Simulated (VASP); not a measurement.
# In (P6/mmm) in VASP: a series of runs, part 2 of 2

VASP 6.6.1. The steps go on from the part before.

### Step 3. Single point, BLYP (27.71 Å³/atom)

This run uses another cell than the first one, of 27.71 Å³/atom.

INCAR reads:

```
SYSTEM = In
AGGAC = 1.0 ; AGGAX = 1.0
ALDAC = 0.0 ; ALDAX = 1.0
ALGO = Normal ; EDIFF = 1E-7
ENCUT = 520 ; GGA = B5
ISIF = 2 ; ISMEAR = -1
LASPH = .True. ; LCHARG = .True.
LELF = .True. ; LREAL = .False.
LVHAR = .True. ; LWAVE = .False.
NBANDS = 26 ; NELM = 80
PREC = Accurate ; SIGMA = 0.1
```

KPOINTS reads:

```
k-points
0
Gamma
  8 8 10
  0 0 0
```

POSCAR reads:

```
In
1.0
    5.3533417438      0.0000000000      0.0000000000
   -2.6766708719      4.6361299453      0.0000000000
    0.0000000000      0.0000000000      3.3493599381
In
3
Direct
    0.0000000000      0.0000000000      0.0000000000
    0.3333333333      0.6666666667      0.5000000000
    0.6666666667      0.3333333333      0.5000000000
```

Potentials or basis: VASP PAW PBE potentials, release 64 (In_d).

Run with:

```console
$ cat potpaw_PBE.64/In_d/POTCAR > POTCAR
$ mpirun -np 1 vasp_std > vasp.out
```

OUTCAR:

```text
SYSTEM = In
   EDIFF = 1E-7
   ENCUT = 520
   GGA = B5
   ISIF = 2
   ISMEAR = -1
   LASPH = .True.
   LREAL = .False.
   NELM = 80
   PREC = Accurate

 ion  position               nearest neighbor table
   1  0.000  0.000  0.000-   2 3.52   3 3.52   2 3.52   3 3.52   3 3.52   3 3.52   2 3.52   2 3.52
                             3 3.52   3 3.52   2 3.52   2 3.52
   2  0.333  0.667  0.500-   3 3.09   3 3.09   3 3.09   1 3.52   1 3.52   1 3.52   1 3.52   1 3.52
                             1 3.52
   3  0.667  0.333  0.500-   2 3.09   2 3.09   2 3.09   1 3.52   1 3.52   1 3.52   1 3.52   1 3.52
                             1 3.52

  LATTYP: Found a hexagonal cell.
 ALAT       =     5.3533417438
 C/A-ratio  =     0.6256577851

  Lattice vectors:

 A1 = (   5.3533417438,   0.0000000000,   0.0000000000)
 A2 = (  -2.6766708719,   4.6361299453,   0.0000000000)
 A3 = (   0.0000000000,   0.0000000000,   3.3493599381)

Analysis of symmetry for initial positions (statically):
=====================================================================
 Subroutine PRICEL returns:
 Original cell was already a primitive cell.

 Routine SETGRP: Setting up the symmetry group for a
 hexagonal supercell.

 Subroutine GETGRP returns: Found 24 space group operations
 (whereof 24 operations were pure point group operations)
 out of a pool of 24 trial point group operations.

The static configuration has the point symmetry D_6h.

Analysis of symmetry for dynamics (positions and initial velocities):
=====================================================================
 Subroutine PRICEL returns:
 Original cell was already a primitive cell.

 Routine SETGRP: Setting up the symmetry group for a
 hexagonal supercell.

 Subroutine GETGRP returns: Found 24 space group operations
 (whereof 24 operations were pure point group operations)
 out of a pool of 24 trial point group operations.
[... 118 lines left out ...]
   ISMEAR =    -1;   SIGMA  =   0.10  broadening in eV -4-tet -1-fermi 0-gaus
   EFERMI_NEDOS =   21; number of points for ismear=-14 and -15
   IALGO  =     38    algorithm
   IMIX   =      4    mixing-type and parameters
     AMIX     =   0.40;   BMIX     =  1.00
     AMIX_MAG =   1.60;   BMIX_MAG =  1.00
  volume/ion in A,a.u.               =      27.71       186.99
  Fermi-wavevector in a.u.,A,eV,Ry     =   1.272083  2.403889 22.016894  1.618196
  Thomas-Fermi vector in A             =   2.404981
   LORBIT       =      0    0 simple, 1 ext, 2 COOP (PROOUT), +10 PAW based schemes
   GGA     = B5    functional components
   LHFCALC =     F    Hartree Fock is set to
   AEXX    =    0.0000 exact exchange contribution
   IVDW    =     0    specifies the selected vdW correction
   LEPSILON=     F    determine dielectric tensor
   LRPA    =     F    only Hartree local field effects (RPA)
 non-spin polarized calculation
  energy-cutoff  :      520.00
  volume of cell :       83.13
 maximum number of plane-waves:      2264
 NGX is ok and might be reduce to    40
   NGX = 19   NGY = 19   NGZ = 13

 number of electron      39.0000002 magnetization

 Free energy of the ion-electron system (eV)
  ---------------------------------------------------
  ext. energy  EPLUGINS =         0.00000000
  ---------------------------------------------------
  free energy    TOTEN  =        -5.44818603 eV

  energy without entropy =       -5.39683764  energy(sigma->0) =       -5.42251183

 E-fermi :   7.3890     XC(G=0):  -9.3905

 val. band max:        7.3535536298   @ k =   0.3750   0.2500   0.1000
 cond. band min:       7.4344921544   @ k =   0.2500   0.0000   0.5000
 fundamental gap:      0.0809385246
 Fermi energy:         7.3890023176

 k-point     1 :       0.0000    0.0000    0.0000
  band No.  band energies     occupation
      1      -7.5070      2.00000
      2      -7.3079      2.00000
      3      -7.3079      2.00000
      4      -7.2931      2.00000
      5      -7.2695      2.00000
      6      -7.2074      2.00000
[... 685 lines left out ...]
     25      13.2047      0.00000
     26      13.5183      0.00000

 [... further k-points ...]

------------------------ aborting loop because EDIFF is reached ----------------------------------------

  FORCE on cell =-STRESS in cart. coord.  units (eV):
  Direction    XX          YY          ZZ          XY          YZ          ZX
  --------------------------------------------------------------------------------------
  -------------------------------------------------------------------------------------
  Total        2.2123753      2.2123753      1.9092018      0.0000000      0.0000000      0.0000000
  in kB       42.6409616     42.6409616     36.7976450      0.0000000      0.0000000      0.0000000
  external PRESSURE =      40.6931894 kB  Pullay stress =       0.0000000 kB

 VOLUME and BASIS-vectors are now :
 -----------------------------------------------------------------------------
  energy-cutoff  :      520.00
  volume of cell :       83.13
      direct lattice vectors                 reciprocal lattice vectors
     5.353341744  0.000000000  0.000000000     0.186799208  0.107848573  0.000000000
    -2.676670872  4.636129945  0.000000000     0.000000000  0.215697146  0.000000000
     0.000000000  0.000000000  3.349359938     0.000000000  0.000000000  0.298564507

 POSITION                                       TOTAL-FORCE (eV/Angst)
 -----------------------------------------------------------------------------------
      0.00000      0.00000      0.00000        -0.000000      0.000000      0.000000
     -0.00000      3.09075      1.67468         0.000000      0.000000     -0.000000
      2.67667      1.54538      1.67468        -0.000000     -0.000000      0.000000
 -----------------------------------------------------------------------------------
    total drift:                               -0.000000      0.000000      0.000000

  FREE ENERGIE OF THE ION-ELECTRON SYSTEM (eV)
  ---------------------------------------------------
  free  energy   TOTEN  =        -5.4481860257 eV

  energy  without entropy=       -5.3968376410  energy(sigma->0) =       -5.42251183
```

It took 1.9 min on 1 thread of Intel Xeon Platinum 8488C (Sapphire Rapids), shared host; peak memory 0.24 GiB.

Results:

```
Free energy            : -5.4482 eV
Pressure               : 4.1 GPa
Band gap on the k mesh : zero (an odd number of electrons rules out a gap without spin polarisation)
```

Stress tensor (GPa, compression positive):
```
4.26 0.00 0.00
0.00 4.26 0.00
0.00 0.00 3.68
```

Caveat: the cell stands under pressure; the PAW data sets were made with another functional, which shifts forces and pressure a little; spin-orbit coupling is left out, which moves the levels of the heavy elements.

### Step 4. Single point, BLYP (28.97 Å³/atom)

This run uses another cell than the first one, of 28.97 Å³/atom.

INCAR reads:

```
  PREC = Accurate
  ENCUT = 520
  EDIFF = 1E-7
  ISMEAR = -1
  SIGMA = 0.1
  LREAL = F
  LASPH = T
  NELM = 80
  ALGO = Normal
  ISIF = 2
  LWAVE = F
  LCHARG = F
  GGA = B5
  ALDAX = 1.0
  AGGAX = 1.0
  AGGAC = 1.0
  ALDAC = 0.0
  NBANDS = 26
```

KPOINTS reads:

```
Automatic mesh
0
Gamma
  8 8 10
```

POSCAR reads:

```
In
1.0
    5.4332541484      0.0000000000      0.0000000000
   -2.7166270742      4.7053361177      0.0000000000
    0.0000000000      0.0000000000      3.3993577561
In
3
Direct
    0.0000000000      0.0000000000      0.0000000000
    0.3333333333      0.6666666667      0.5000000000
    0.6666666667      0.3333333333      0.5000000000
```

Run with:

```console
$ cat potpaw_PBE.64/In_d/POTCAR > POTCAR
$ mpirun -np 1 vasp_std > vasp.out
```

It took 2.1 min on 1 thread of Intel Xeon Platinum 8488C (Sapphire Rapids), shared host; peak memory 0.25 GiB.

Results (log left out):

| Quantity | Value |
| --- | --- |
| Free energy | -5.5263 eV |
| Pressure | 2.4 GPa |
| Band gap on the k mesh | zero (an odd number of electrons rules out a gap without spin polarisation) |

Stress tensor (GPa, compression positive):
```
2.58 0.00 0.00
0.00 2.58 0.00
0.00 0.00 2.14
```

Levels at points of the mesh, in eV from the Fermi level:
| k point | band 15 | band 16 | band 17 | band 18 | band 19 | band 20 | band 21 | band 22 | band 23 | band 24 |
| --- | --- | --- | --- | --- | --- | --- | --- | --- | --- | --- |
| (0.00, 0.00, 0.00) | -14.39 | -8.93 | -3.02 | -2.75 | -0.74 | -0.74 | -0.59 | -0.59 | 4.08 | 7.71 |
| (0.50, 0.00, 0.00) | -14.35 | -7.13 | -7.08 | -3.97 | -2.70 | 3.21 | 3.36 | 4.59 | 4.82 | 5.94 |
| (0.00, 0.00, 0.50) | -14.33 | -5.98 | -4.88 | -0.07 | 0.77 | 0.99 | 1.08 | 1.08 | 1.41 | 2.38 |
| (0.50, 0.00, 0.50) | -14.34 | -4.50 | -3.88 | -3.64 | -2.34 | -0.48 | 0.11 | 0.19 | 1.81 | 5.44 |

Caveat: the PAW data sets were made with another functional, which shifts forces and pressure a little; spin-orbit coupling is left out, which moves the levels of the heavy elements.

### Step 5. Summary

```tsv
cell	k mesh	gap on the mesh (eV)	pressure (GPa)
a = 5.586, b = 5.586, c = 3.495 Å, angles 90.0, 90.0, 120.0°, 3 atoms	7 × 7 × 10	none	0.0
a = 5.353, b = 5.353, c = 3.349 Å, angles 90.0, 90.0, 120.0°, 3 atoms	8 × 8 × 10	none	4.1
a = 5.433, b = 5.433, c = 3.399 Å, angles 90.0, 90.0, 120.0°, 3 atoms	8 × 8 × 10	none	2.4
```

Alike in all rows: task single point; level BLYP; potentials or basis VASP PAW PBE potentials, release 64 (In_d); no spin polarisation; cutoff (eV) 520; smearing fermi-dirac 0.1 eV.

Caveats: the PAW data sets were made with another functional, which shifts forces and pressure a little; spin-orbit coupling is left out, which moves the levels of the heavy elements; the cell stands under pressure (at least some runs).

Absolute energies hang on the potentials; compare differences alone.

The gap in the log of VASP goes by the Fermi energy; the results here count the filled bands.